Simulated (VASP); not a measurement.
A run of VASP 6.6.1:

POSCAR

```
TlBr
1.0
    3.9461933146      0.0000000000      0.0000000000
    0.0000000000      3.9461933146      0.0000000000
    0.0000000000      0.0000000000      3.9461933146
Tl Br
1 1
Direct
    0.0000000000      0.0000000000      0.0000000000
    0.5000000000      0.5000000000      0.5000000000
```

The input INCAR.step1:

```
SYSTEM = TlBr
PREC = Accurate
ENCUT = 400
EDIFF = 1E-5
ISMEAR = 0
SIGMA = 0.01
LREAL = .FALSE.
LASPH = .TRUE.
NELM = 120
ALGO = Normal
ISIF = 2
LWAVE = .TRUE.
LCHARG = .FALSE.
NBANDS = 17
GGA = PE
GGA_COMPAT = .FALSE.
```

File INCAR.step2:

```
SYSTEM = TlBr
PREC = Accurate
ENCUT = 400
EDIFF = 1E-6
ISMEAR = 0
SIGMA = 0.01
LREAL = .FALSE.
LASPH = .TRUE.
NELM = 120
ALGO = Normal
ISIF = 2
LWAVE = .FALSE.
LCHARG = .FALSE.
GGA = PE
LHFCALC = .TRUE.
AEXX = 1.0
HFSCREEN = 0.5
PRECFOCK = Normal
NBANDS = 17
ISTART = 1
ALDAC = 1.0
AGGAC = 1.0
GGA_COMPAT = .FALSE.
```

Contents of KPOINTS:

```
regular mesh
0
G
  4 4 4
  0 0 0
```

Potentials or basis: VASP PAW PBE potentials, release 64 (Tl_d, Br).

Run with:

```bash
$ cat potpaw_PBE.64/Tl_d/POTCAR potpaw_PBE.64/Br/POTCAR > POTCAR
$ cp INCAR.step1 INCAR
$ mpirun -np 1 vasp_std > vasp.out
$ cp INCAR.step2 INCAR
$ mpirun -np 1 vasp_std > vasp.out
```

Hardware: 1 thread of AMD EPYC 7R13, with other jobs on the host.

Problem. How long does it take, and how much memory?

Solution. Wall time 16 min on 1 thread of AMD EPYC 7R13, on a shared host, peak memory 0.23 GiB. Counts: k points 10.
